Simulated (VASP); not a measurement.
The system is HfBe3.

```
Hf Be
1.0
     3.45812    0.00000    0.00000
     0.00000    3.45812    0.00000
     0.00000    0.00000    3.45812
Hf Be
1 3
Direct
  0.00000 0.00000 0.00000
  0.00000 0.50000 0.50000
  0.50000 0.00000 0.50000
  0.50000 0.50000 0.00000
```

* Program: VASP 6.6.1
* Task: relaxation of cell and atoms
* Functional: PBE
* Potentials or basis: VASP PAW PBE potentials, release 64 (Hf_pv, Be)
* Cutoff: 600 eV
* k mesh: 6 × 6 × 6
* Occupations: gaussian, width 0.1 eV
* Spin: no spin polarisation

At the start: pressure 30.6 GPa; volume 10.34 Å³/atom.

Task: How do energy, volume and symmetry change on relaxing?

Result: Over 3 steps the energy falls by 174.5 meV/atom and the volume is 12.43 Å³/atom (+20.3 %); space group Pm-3m (No. 221, to 0.1 Å) before and after.

The path:
| step | energy change (eV) | largest force (eV/Å) | pressure (GPa) | volume (Å³) |
| --- | --- | --- | --- | --- |
| 1 | 0.0000 | 0.0000 | 30.65 | 41.35 |
| 2 | -0.5629 | 0.0000 | -8.82 | 54.36 |
| 3 | -0.6978 | 0.0000 | 0.10 | 49.74 |

Final structure:
```
CELL_PARAMETERS angstrom
3.67758 0.00000 0.00000
0.00000 3.67758 0.00000
0.00000 0.00000 3.67758
ATOMIC_POSITIONS crystal
Hf 0.00000 0.00000 0.00000
Be 0.00000 0.50000 0.50000
Be 0.50000 0.00000 0.50000
Be 0.50000 0.50000 0.00000
```

Caveat: the volume moved by over 15 % at a fixed basis, so the end points are rough.
